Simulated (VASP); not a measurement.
SiO2:

```
CELL_PARAMETERS angstrom
4.97270 0.00000 0.00000
0.00000 4.97270 0.00000
0.00000 0.00000 6.92570
ATOMIC_POSITIONS crystal
Si 0.30070 0.30070 0.00000
Si 0.19930 0.80070 0.25000
Si 0.69930 0.69930 0.50000
Si 0.80070 0.19930 0.75000
O 0.23900 0.10410 0.17870
O 0.39590 0.73900 0.42870
O 0.76100 0.89590 0.67870
O 0.60410 0.26100 0.92870
O 0.73900 0.39590 0.57130
O 0.89590 0.76100 0.32130
O 0.26100 0.60410 0.07130
O 0.10410 0.23900 0.82130
```

```yaml
Program: VASP 6.6.1
Task: relaxation of the atoms
Functional: PBE
Potentials_or_basis: VASP PAW PBE potentials, release 64 (Si, O)
Cutoff: 520 eV
k_mesh: 5 × 5 × 4
Occupations: fermi-dirac, width 0.02 eV
Spin: no spin polarisation
```

At the start: pressure 7.7 GPa; volume 14.27 Å³/atom.

How do energy, volume and symmetry change on relaxing?

Over 29 steps the energy falls by 11.6 meV/atom at a fixed cell; space group P4_12_12 (No. 92, to 0.1 Å) before and after.

Step by step:
```csv
step,energy change (eV),largest force (eV/Å),pressure (GPa)
1,0.0000,0.4780,7.65
2,-0.0516,0.5727,5.88
3,-0.0521,0.6466,5.71
4,-0.0792,0.5345,4.91
5,-0.1118,0.2521,2.70
6,-0.1152,0.2022,2.69
7,-0.1230,0.1689,2.67
8,-0.1269,0.2952,2.63
9,-0.1288,0.2569,2.60
10,-0.1325,0.1543,2.52
11,-0.1305,0.1818,2.36
12,-0.1332,0.1144,2.46
13,-0.1340,0.1050,2.42
14,-0.1357,0.0855,2.30
15,-0.1362,0.1473,2.05
16,-0.1364,0.0923,2.14
17,-0.1373,0.0553,2.01
18,-0.1376,0.0467,1.89
19,-0.1379,0.0370,1.83
20,-0.1385,0.0611,1.65
21,-0.1385,0.1194,1.27
22,-0.1387,0.0908,1.45
23,-0.1389,0.0727,1.40
24,-0.1392,0.0382,1.26
25,-0.1393,0.0316,1.25
26,-0.1396,0.0202,1.22
27,-0.1395,0.0337,1.17
28,-0.1396,0.0214,1.20
29,-0.1397,0.0094,1.20
```

Final structure:
```xyz
12
Lattice="4.9727 0.0000 0.0000 0.0000 4.9727 0.0000 0.0000 0.0000 6.9257" Properties=species:S:1:pos:R:3 pbc="T T T"
Si    1.5208    1.5208    0.0000
Si    0.9656    4.0071    1.7314
Si    3.4519    3.4519    3.4628
Si    4.0071    0.9656    5.1943
O     1.1765    0.5821    1.2831
O     1.9042    3.6629    3.0145
O     3.7962    4.3906    4.7459
O     3.0685    1.3098    6.4773
O     3.6629    1.9042    3.9112
O     4.3906    3.7962    2.1798
O     1.3098    3.0685    0.4484
O     0.5821    1.1765    5.6426
```
